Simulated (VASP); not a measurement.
Input of a VASP 6.6.1 run:

The input INCAR:

```
SYSTEM = KI
PREC     = Accurate       ! precision mode
ENCUT    = 520            ! plane-wave cutoff, eV
EDIFF    = 1E-7           ! SCF threshold, eV
ISMEAR   = -1             ! smearing method
SIGMA    = 0.02           ! smearing width, eV
LREAL    = .False.        ! projectors in reciprocal space
LASPH    = .True.         ! aspherical terms in the spheres
NELM     = 100            ! most SCF steps
ALGO     = Normal         ! electronic algorithm
ISIF     = 2              ! what is computed and relaxed
LWAVE    = .False.        ! write WAVECAR
LCHARG   = .False.        ! write CHGCAR
GGA      = PE             ! functional
NBANDS   = 24             ! bands
```

File KPOINTS:

```
regular mesh
0
Gamma
  6 6 4
  0 0 0
```

Contents of POSCAR:

```
KI
1.0
    6.0911065587      0.0000000000      0.0000000000
   -3.0455532794      5.2750530170      0.0000000000
    0.0000000000      0.0000000000      7.1175075049
K I
2 2
Direct
    0.3333333333      0.6666666667     -0.0625007815
    0.6666666667      0.3333333333      0.4374992185
    0.3333333333      0.6666666667      0.4375007815
    0.6666666667      0.3333333333      0.9375007815
```

Potentials or basis: VASP PAW PBE potentials, release 64 (K_sv, I).

Run with:

```console
$ cat potpaw_PBE.64/K_sv/POTCAR potpaw_PBE.64/I/POTCAR > POTCAR
$ mpirun -np 1 vasp_std > vasp.out
```

Question: What does it give for the band gap on the k mesh?

Answer: 3.75 eV.

Question: Predict the pressure.

Answer: 0.0 GPa.

Caveat: the structure was generated, so it needn't be the stable form of KI; spin-orbit coupling is left out, which moves the levels of the heavy elements. A k mesh can miss the band edges.
